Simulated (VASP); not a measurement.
Runs of VASP 6.6.1 on In3Se. The structure is that of space group Pm-3m (No. 221), or close to it. The cells are those of the table. 

```csv
level,potentials or basis,cell,gap on the mesh (eV),pressure (GPa)
r2SCAN,"VASP PAW PBE potentials, release 64 (In_d, Se)","a = 4.739 Å, 4 atoms",none,0.2
PBE,"VASP PAW PBE potentials, release 64 (In_d, Se)","a = 4.739 Å, 4 atoms",none,1.2
r2SCAN,"VASP PAW PBE potentials, release 64 (In_d, Se)","a = 4.898 Å, 4 atoms",none,-2.8
PBEsol,"VASP PAW PBE potentials, release 64 (In_d, Se)","a = 4.671 Å, 4 atoms",none,0.0
LDA,"VASP PAW LDA potentials, release 64 (In_d, Se)","a = 4.836 Å, 4 atoms",none,-4.7
LDA,"VASP PAW LDA potentials, release 64 (In_d, Se)","a = 4.867 Å, 4 atoms",none,-5.1
LDA,"VASP PAW LDA potentials, release 64 (In_d, Se)","a = 4.898 Å, 4 atoms",none,(a)
PBE,"VASP PAW PBE potentials, release 64 (In_d, Se)","a = 4.867 Å, 4 atoms",none,(b)
```

Alike in all rows: task single point; no spin polarisation; k mesh 6 × 6 × 6; cutoff (eV) 520; smearing fermi-dirac 0.05 eV.

Task: Estimate the missing entries.

Result: (a) -5.5; (b) -1.4.

Caveats: spin-orbit coupling is left out, which moves the levels of the heavy elements; the PAW data sets were made with another functional, which shifts forces and pressure a little (some runs).

A k mesh can miss the band edges, and the runs leave out spin-orbit coupling on In, Se.

A gap of «none» marks levels without a gap at the run's occupations.
